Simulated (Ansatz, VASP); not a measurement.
**Two plane-wave programs on Al2Cu**

INCAR

```
ALGO = Normal
EDIFF = 1E-6
ENCUT = 600
GGA = PE
GGA_COMPAT = False
ISIF = 2
ISMEAR = -1
LASPH = True
LCHARG = True
LELF = True
LREAL = False
LVHAR = True
LWAVE = False
NBANDS = 16
NELM = 120
PREC = Accurate
SIGMA = 0.086
```

KPOINTS

```
k-points
0
Gamma
  4 4 4
```

File POSCAR:

```
Al2Cu
1.0
    4.1051820000      0.0000000000      0.0000000000
    0.0000000000      4.1051820000      0.0000000000
    0.0000000000      0.0000000000      2.8913130000
Al Cu
2 1
Direct
    0.5000000000      0.0000000000      0.5000000000
    0.0000000000      0.5000000000      0.5000000000
    0.0000000000      0.0000000000      0.0000000000
```

Input for Ansatz:

```yaml
crystal:
  lattice:
    - [4.105182, 0.0, 0.0]
    - [0.0, 4.105182, 0.0]
    - [0.0, 0.0, 2.891313]
  atoms:
    - { symbol: Al, position: [0.5, 0.0, 0.5] }
    - { symbol: Al, position: [0.0, 0.5, 0.5] }
    - { symbol: Cu, position: [0.0, 0.0, 0.0] }
basis:
  ecutwfc: 420
kpoints:
  mp_grid: { grid: [4, 4, 4] }
hamiltonian:
  xc: pbe
  dispersion: none
scf:
  occupations: { method: fermi_dirac, width: 0.086 }
output:
  forces: true
  stress: true
  eigenvalues: true
```

Alike in both runs: task single point; functional PBE; k mesh 4 × 4 × 4; occupations fermi-dirac, width 0.086 eV; no spin polarisation.

```csv
,VASP,Ansatz
version,VASP 6.6.1,Ansatz 0.2.0
potentials or method,"VASP PAW PBE potentials, release 64 (Al, Cu), cutoff 600 eV","scalar-relativistic, plane waves, PAW"
valence electrons in the cell,17,25
```

Ansatz gave:

| Quantity | Value |
| --- | --- |
| gap on the k mesh at the Fermi level (eV) | none |
| pressure (GPa) | 0.9 |
| traceless stress, the component that is largest in VASP (GPa) | -4.70 |

Q: Which values does VASP return?

A: gap on the k mesh at the Fermi level (eV): none; pressure (GPa): 1.1; traceless stress, the component that is largest in VASP (GPa): -4.76.

A gap of «none» marks a metal or a gap that the smearing closes. The functional is the same, so the differences come from potentials, cutoffs and numerics. VASP's potentials hold 17 valence electrons a cell and Ansatz's 25, so a difference there can come from the potentials and not from the codes.

The k mesh is coarse, so the values compare programs but aren't converged.
